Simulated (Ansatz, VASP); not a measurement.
GaSb: VASP beside Ansatz

```
Ga Sb
1.0
     6.21384    0.00000    0.00000
     0.00000   -6.21384    0.00000
     0.00000    0.00000   -6.21384
Ga Sb
4 4
Cartesian
  0.0000 0.0000 0.0000
  3.1069 -3.1069 0.0000
  3.1069 0.0000 -3.1069
  0.0000 -3.1069 -3.1069
  4.6604 -4.6604 -4.6604
  1.5535 -1.5535 -4.6604
  1.5535 -4.6604 -1.5535
  4.6604 -1.5535 -1.5535
```

Alike in both runs: task single point; functional PBE; k mesh 10 × 10 × 10; occupations gaussian, width 0.15 eV; no spin polarisation.

```csv
,VASP,Ansatz
version,VASP 6.6.1,Ansatz 0.2.0
potentials or method,"VASP PAW PBE potentials, release 64 (Ga_d, Sb), cutoff 520 eV","scalar-relativistic, plane waves, PAW"
valence electrons in the cell,72,112
```

|  | VASP | Ansatz | Ansatz less VASP |
| --- | --- | --- | --- |
| gap on the k mesh at the Fermi level (eV) | none | none | - |
| pressure (GPa) | 0.1 | 0.0 | -0.07 |

A gap of «none» marks a metal or a gap that the smearing closes. VASP's potentials hold 72 valence electrons a cell and Ansatz's 112, so a difference there can come from the potentials and not from the codes.

Spin-orbit coupling is off throughout.
